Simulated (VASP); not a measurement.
# Mg16SiCl4 in VASP: single point with PBE+D3(BJ)

Aim: the single point of Mg16SiCl4 with PBE+D3(BJ).

Everything below comes from runs of VASP 6.6.1. Logs are shortened: lines on timing, memory, paths and dates and some standing lists are left out, and cuts for length are marked.

### Step 1. The cell of the first run

The cell holds a slab with vacuum, 21 atoms: a = 6.298 Å, b = 6.298 Å, c = 28.674 Å, α = 90.00°, β = 90.00°, γ = 120.00°.

### Step 2. Single point, PBE+D3(BJ)

INCAR reads:

```
SYSTEM = Mg16SiCl4
PREC     = Accurate       ! precision mode
ENCUT    = 520            ! plane-wave cutoff, eV
EDIFF    = 1E-7           ! SCF threshold, eV
ISMEAR   = 0              ! smearing method
SIGMA    = 0.1            ! smearing width, eV
LREAL    = Auto         
LASPH    = .TRUE.         ! aspherical terms in the spheres
NELM     = 100            ! most SCF steps
ALGO     = Normal         ! electronic algorithm
ISIF     = 2              ! what is computed and relaxed
LWAVE    = .FALSE.        ! write WAVECAR
LCHARG   = .TRUE.         ! write CHGCAR
LDIPOL   = .TRUE.       
IDIPOL   = 3            
DIPOL    = 0.5 0.5 0.486
GGA      = PE             ! functional
IVDW     = 12             ! dispersion correction
LELF     = .TRUE.         ! ELF
LVHAR    = .TRUE.       
LVACPOTAV= .TRUE.       
NBANDS   = 48             ! bands
```

KPOINTS reads:

```
regular mesh
0
G
  4 4 1
  0 0 0
```

POSCAR reads:

```
Mg16SiCl4
1.0
    6.2975027379      0.0000000000      0.0000000000
   -3.1487513689      5.4537973514      0.0000000000
    0.0000000000      0.0000000000     28.6736793496
Mg Si Cl
16 1 4
Direct
    0.3333333333      0.1666666667      0.2790015157
    0.3333333333      0.6666666667      0.2790015157
    0.8333333333      0.1666666667      0.2790015157
    0.8333333333      0.6666666667      0.2790015157
    0.1666666667      0.3333333333      0.3671413420
    0.1666666667      0.8333333333      0.3671413420
    0.6666666667      0.3333333333      0.3671413420
    0.6666666667      0.8333333333      0.3671413420
    0.3333769525      0.1673669065      0.4551249814
    0.3332144299      0.6671668531      0.4552176941
    0.8331901260      0.1673215152      0.4551381813
    0.8330896329      0.6670047597      0.4551114466
    0.1664313732      0.3345386724      0.5441366675
    0.1663965509      0.8344189732      0.5439854662
    0.6663972996      0.3342772496      0.5445062157
    0.6665186700      0.8344884723      0.5440372768
    0.3512524111      0.5640807806      0.7259803645
    0.6571149668      0.5338131828      0.7330368642
    0.3578851742      0.8071140087      0.7737339143
    0.0482057380      0.2291943664      0.7363153769
    0.3414010586      0.6853402092      0.6602747683
```

Potentials or basis: VASP PAW PBE potentials, release 64 (Mg, Si, Cl).

Command:

```sh
cat potpaw_PBE.64/Mg/POTCAR potpaw_PBE.64/Si/POTCAR potpaw_PBE.64/Cl/POTCAR > POTCAR
mpirun -np 1 vasp_std > vasp.out
```

OUTCAR:

```text
SYSTEM = Mg16SiCl4
   PREC = Accurate
   ENCUT = 520
   EDIFF = 1E-7
   ISMEAR = 0
   LREAL = Auto
   LASPH = .TRUE.
   NELM = 100
   ISIF = 2
   GGA = PE
   IVDW = 12
 IVDW          = 12

 ion  position               nearest neighbor table
   1  0.333  0.167  0.279-   5 3.11   6 3.11   7 3.11   2 3.15   2 3.15   3 3.15   3 3.15   4 3.15
                             4 3.15
   2  0.333  0.667  0.279-   6 3.11   5 3.11   8 3.11   1 3.15   1 3.15   4 3.15   4 3.15   3 3.15
                             3 3.15
   3  0.833  0.167  0.279-   7 3.11   8 3.11   5 3.11   4 3.15   4 3.15   1 3.15   1 3.15   2 3.15
                             2 3.15
   4  0.833  0.667  0.279-   8 3.11   7 3.11   6 3.11   3 3.15   3 3.15   2 3.15   2 3.15   1 3.15
                             1 3.15
   5  0.167  0.333  0.367-   9 3.11  11 3.11   1 3.11   2 3.11   3 3.11  10 3.11   6 3.15   6 3.15
                             7 3.15   7 3.15   8 3.15   8 3.15
   6  0.167  0.833  0.367-  10 3.11  12 3.11   9 3.11   2 3.11   1 3.11   4 3.11   5 3.15   5 3.15
                             8 3.15   8 3.15   7 3.15   7 3.15
   7  0.667  0.333  0.367-  11 3.11   9 3.11  12 3.11   3 3.11   4 3.11   1 3.11   8 3.15   8 3.15
                             5 3.15   5 3.15   6 3.15   6 3.15
   8  0.667  0.833  0.367-  12 3.11  11 3.11  10 3.11   4 3.11   3 3.11   2 3.11   7 3.15   7 3.15
                             6 3.15   6 3.15   5 3.15   5 3.15
   9  0.333  0.167  0.455-   5 3.11   7 3.11   6 3.11  14 3.13  13 3.14  15 3.14  12 3.15  11 3.15
                            10 3.15  10 3.15  11 3.15  12 3.15
  10  0.333  0.667  0.455-   6 3.11   8 3.11   5 3.11  16 3.13  13 3.13  14 3.13   9 3.15  11 3.15
                            12 3.15  12 3.15  11 3.15   9 3.15
  11  0.833  0.167  0.455-   7 3.11   5 3.11   8 3.11  16 3.13  13 3.13  15 3.14  12 3.15   9 3.15
                            10 3.15  10 3.15   9 3.15  12 3.15
  12  0.833  0.667  0.455-   8 3.11   6 3.11   7 3.11  14 3.13  16 3.13  15 3.14   9 3.15  11 3.15
                            10 3.15  10 3.15  11 3.15   9 3.15
  13  0.166  0.335  0.544-  10 3.13  11 3.13   9 3.14  14 3.15  15 3.15  16 3.15  16 3.15  15 3.15
                            14 3.15
  14  0.166  0.834  0.544-   9 3.13  10 3.13  12 3.13  13 3.15  16 3.15  15 3.15  15 3.15  16 3.15
                            13 3.15
  15  0.666  0.334  0.545-  12 3.14   9 3.14  11 3.14  16 3.15  13 3.15  14 3.15  14 3.15  13 3.15
                            16 3.15
  16  0.667  0.834  0.544-  10 3.13  11 3.13  12 3.13  15 3.15  14 3.15  13 3.15  13 3.15  14 3.15
                            15 3.15
  17  0.351  0.564  0.726-  20 2.04  18 2.04  19 2.04  21 2.05
  18  0.657  0.534  0.733-  17 2.04
  19  0.358  0.807  0.774-  17 2.04
  20  0.048  0.229  0.736-  17 2.04
  21  0.341  0.685  0.660-  17 2.05

  LATTYP: Found a hexagonal cell.
 ALAT       =     6.2975027379
 C/A-ratio  =     4.5531825142

  Lattice vectors:

 A1 = (   6.2975027379,   0.0000000000,   0.0000000000)
 A2 = (  -3.1487513689,   5.4537973514,   0.0000000000)
 A3 = (   0.0000000000,   0.0000000000,  28.6736793496)

Analysis of symmetry for initial positions (statically):
=====================================================================
 Subroutine PRICEL returns:
 Original cell was already a primitive cell.

 Routine SETGRP: Setting up the symmetry group for a
 hexagonal supercell.

 Subroutine GETGRP returns: Found  1 space group operations
 (whereof  1 operations were pure point group operations)
 out of a pool of 24 trial point group operations.

The static configuration has the point symmetry C_1 .

Analysis of symmetry for dynamics (positions and initial velocities):
=====================================================================
 Subroutine PRICEL returns:
 Original cell was already a primitive cell.

 Routine SETGRP: Setting up the symmetry group for a
 hexagonal supercell.

 Subroutine GETGRP returns: Found  1 space group operations
 (whereof  1 operations were pure point group operations)
 out of a pool of 24 trial point group operations.

The dynamic configuration has the point symmetry C_1 .

 Subroutine INISYM returns: Found  1 space group operations
 (whereof  1 operations are pure point group operations),
 and found     1 'primitive' translations

----------------------------------------------------------------------------------------

                                     Primitive cell

  volume of cell :     984.8062

  direct lattice vectors                    reciprocal lattice vectors
     6.297502738  0.000000000  0.000000000     0.158793103  0.091679241  0.000000000
    -3.148751369  5.453797351  0.000000000     0.000000000  0.183358481  0.000000000
     0.000000000  0.000000000 28.673679350     0.000000000  0.000000000  0.034875189

  length of vectors
[... 71 lines left out ...]
 ===========================================

 Found     10 irreducible k-points:

 Following reciprocal coordinates:
            Coordinates               Weight
  0.000000  0.000000  0.000000      1.000000
  0.250000  0.000000  0.000000      2.000000
  0.000000  0.250000  0.000000      2.000000
 -0.250000  0.250000  0.000000      2.000000
  0.500000  0.000000  0.000000      1.000000
  0.000000  0.500000  0.000000      1.000000
  0.500000  0.500000  0.000000      1.000000
  0.250000  0.250000  0.000000      2.000000
 -0.250000  0.500000  0.000000      2.000000
  0.500000  0.250000  0.000000      2.000000
   k-points           NKPTS =     10   k-points in BZ     NKDIM =     10   number of bands    NBANDS=     48
   number of dos      NEDOS =    301   number of ions     NIONS =     21
   total plane-waves  NPLWV = 497664
   dimension x,y,z NGX =    48 NGY =   48 NGZ =  216
   dimension x,y,z NGXF=    96 NGYF=   96 NGZF=  432
   ions per type =              16   1   4
   NGX,Y,Z   is equivalent  to a cutoff of  12.67, 12.67, 12.52 a.u.
   NGXF,Y,Z  is equivalent  to a cutoff of  25.34, 25.34, 25.05 a.u.
 SYSTEM =  Mg16SiCl4
   PREC   = accura    normal or accurate (medium, high low for compatibility)
   ISTART =      0    job   : 0-new  1-cont  2-samecut
   ICHARG =      2    charge: 1-file 2-atom 10-const
   ISPIN  =      1    spin polarized calculation?
   LNONCOLLINEAR =      F non collinear calculations
   LSORBIT =      F    spin-orbit coupling
   LASPH  =      T    aspherical Exc in radial PAW
   ENCUT  =  520.0 eV  38.22 Ry    6.18 a.u.  11.71 11.71 53.31*2*pi/ulx,y,z
   NELM   =    100;   NELMIN=  2; NELMDL= -5     # of ELM steps
   EDIFF  = 0.1E-06   stopping-criterion for ELM
   LREAL  =      T    real-space projection
   EDIFFG = 0.1E-05   stopping-criterion for IOM
   NSW    =      0    number of steps for IOM
   IBRION =     -1    ionic relax: 0-MD 1-quasi-New 2-CG
   NFREE  =      0    steps in history (QN), initial steepest desc. (CG)
   ISIF   =      2    stress and relaxation
   ISYM   =      2    0-nonsym 1-usesym 2-fastsym
   POTIM  = 0.5000    time-step for ionic-motion
   TEBEG  =    0.0;   TEEND  =   0.0 temperature during run
   PSTRESS=    0.0 pullay stress
   NELECT =      64.0000    total number of electrons
   NUPDOWN=      -1.0000    fix difference up-down
   EMIN   =  10.00;   EMAX   =-10.00  energy-range for DOS
   EFERMI =   0.00;   METHOD = LEGACY
   ISMEAR =     0;   SIGMA  =   0.10  broadening in eV -4-tet -1-fermi 0-gaus
   EFERMI_NEDOS =   21; number of points for ismear=-14 and -15
   IALGO  =     38    algorithm
   IMIX   =      4    mixing-type and parameters
     AMIX     =   0.40;   BMIX     =  1.00
     AMIX_MAG =   1.60;   BMIX_MAG =  1.00
  volume/ion in A,a.u.               =      46.90       316.47
  Fermi-wavevector in a.u.,A,eV,Ry     =   0.658190  1.243799  5.894234  0.433214
  Thomas-Fermi vector in A             =   1.729934
   LORBIT       =      0    0 simple, 1 ext, 2 COOP (PROOUT), +10 PAW based schemes
   GGA     = PE    functional components
   LHFCALC =     F    Hartree Fock is set to
   AEXX    =    0.0000 exact exchange contribution
   IVDW    =    12    specifies the selected vdW correction
   LEPSILON=     F    determine dielectric tensor
   LRPA    =     F    only Hartree local field effects (RPA)
 non-spin polarized calculation
 Gauss-broadening in eV      SIGMA  =   0.10
  energy-cutoff  :      520.00
  volume of cell :      984.81
 maximum number of plane-waves:     26524
 NGX is ok and might be reduce to    48
   NGX = 23   NGY = 23   NGZ =107

 dipolmoment           0.000000      0.000000      0.051114 electrons x Angstroem

 number of electron      63.9999999 magnetization

 dipolmoment           0.000000      0.000000     -0.014318 electrons x Angstroem

 Free energy of the ion-electron system (eV)
  ---------------------------------------------------
  ext. energy  EPLUGINS =         0.00000000
  ---------------------------------------------------
  free energy    TOTEN  =       -40.75939098 eV

  energy without entropy =      -40.70142523  energy(sigma->0) =      -40.73040810

 E-fermi :  -0.4412     XC(G=0):  -4.8493

 val. band max:       -0.4641470824   @ k =   0.0000   0.2500   0.0000
 cond. band min:      -0.4269534661   @ k =  -0.2500   0.5000   0.0000
 fundamental gap:      0.0371936162
 Fermi energy:        -0.4411687194

 k-point     1 :       0.0000    0.0000    0.0000
  band No.  band energies     occupation
      1     -19.1151      2.00000
      2     -17.9702      2.00000
      3     -17.9078      2.00000
      4     -17.8769      2.00000
      5     -10.5742      2.00000
      6      -7.9593      2.00000
[... 459 lines left out ...]
     43       2.2717      0.00000
     44       2.4519      0.00000
 [bands above 44 left out]

------------------------ aborting loop because EDIFF is reached ----------------------------------------

 Edisp (eV)   -4.34040

 E8    (eV) :    -1.8997

  FORCE on cell =-STRESS in cart. coord.  units (eV):
  Direction    XX          YY          ZZ          XY          YZ          ZX
  --------------------------------------------------------------------------------------
  -------------------------------------------------------------------------------------
  Total      -2.83817    -2.88358    -0.23895     0.04236    -0.09565     0.07914
  in kB      -4.61741    -4.69129    -0.38875     0.06891    -0.15561     0.12876
  external pressure =       -3.23 kB  Pullay stress =        0.00 kB

 VOLUME and BASIS-vectors are now :
 -----------------------------------------------------------------------------
  energy-cutoff  :      520.00
  volume of cell :      984.81
      direct lattice vectors                 reciprocal lattice vectors
     6.297502738  0.000000000  0.000000000     0.158793103  0.091679241  0.000000000
    -3.148751369  5.453797351  0.000000000     0.000000000  0.183358481  0.000000000
     0.000000000  0.000000000 28.673679350     0.000000000  0.000000000  0.034875189

 POSITION                                       TOTAL-FORCE (eV/Angst)
 -----------------------------------------------------------------------------------
      1.57438      0.90897      8.00000        -0.001387      0.002237     -0.029038
     -0.00000      3.63586      8.00000         0.001657     -0.002125     -0.033081
      4.72313      0.90897      8.00000         0.001462      0.000374     -0.029602
      3.14875      3.63586      8.00000        -0.001638     -0.000543     -0.030062
      0.00000      1.81793     10.52729        -0.001163      0.003694      0.048729
     -1.57438      4.54483     10.52729         0.001287      0.000087      0.046225
[... 13 lines left out ...]
     -0.41810      1.24998     21.11287         0.032538      0.058388     -0.018988
     -0.00799      3.73771     18.93251         0.012764     -0.013419      0.048408
 -----------------------------------------------------------------------------------
    total drift:                               -0.004252      0.005573     -0.017913

  FREE ENERGIE OF THE ION-ELECTRON SYSTEM (eV)
  ---------------------------------------------------
  free  energy   TOTEN  =       -45.0997862161 eV

  energy  without entropy=      -45.0418204623  energy(sigma->0) =      -45.07080334

 vacuum level on the upper side and lower side of the slab         3.294         3.369
```

It took 28 min on 1 thread of Oxide Virtual Turin-like, shared host; peak memory 1.1 GiB.

Results:

```yaml
Free_energy: -45.0998 eV
Largest_force: 0.075 eV/Å
Band_gap_on_the_k_mesh: zero (band 32 reaches -0.12 eV, above the bottom of band 33 at -1.30 eV)
Dispersion_energy_per_atom: -0.207 eV
```

Forces in eV/Å, atoms in the order of the input:
```
Mg  -0.001  0.002 -0.029
Mg   0.002 -0.002 -0.033
Mg   0.001  0.000 -0.030
Mg  -0.002 -0.001 -0.030
Mg  -0.001  0.004  0.049
Mg   0.001  0.000  0.046
Mg  -0.001  0.001  0.041
Mg  -0.003  0.000  0.048
Mg  -0.001 -0.001 -0.007
Mg   0.001  0.000 -0.011
Mg   0.000  0.000 -0.007
Mg   0.000  0.001 -0.006
Mg   0.001 -0.018 -0.007
Mg  -0.023  0.012 -0.016
Mg   0.001 -0.002 -0.004
Mg   0.017  0.009 -0.007
Si   0.011 -0.015  0.035
Cl  -0.073  0.005 -0.017
Cl   0.024 -0.043 -0.045
Cl   0.033  0.058 -0.019
Cl   0.013 -0.013  0.048
```

Levels at points of the mesh, in eV from the Fermi level:
```
           k point  band 28  band 29  band 30  band 31  band 32  band 33  band 34  band 35  band 36  band 37
(0.00, 0.00, 0.00)    -1.02    -1.02    -0.92    -0.92    -0.92    -0.86     0.41     0.42     0.42     0.58
(0.50, 0.00, 0.00)    -1.38    -0.84    -0.84     0.30     0.31     0.74     0.76     1.70     1.76     1.76
(0.00, 0.50, 0.00)    -1.38    -0.84    -0.84     0.28     0.32     0.75     0.76     1.75     1.76     1.76
(0.50, 0.50, 0.00)    -1.38    -0.84    -0.84     0.28     0.32     0.75     0.76     1.73     1.76     1.77
```
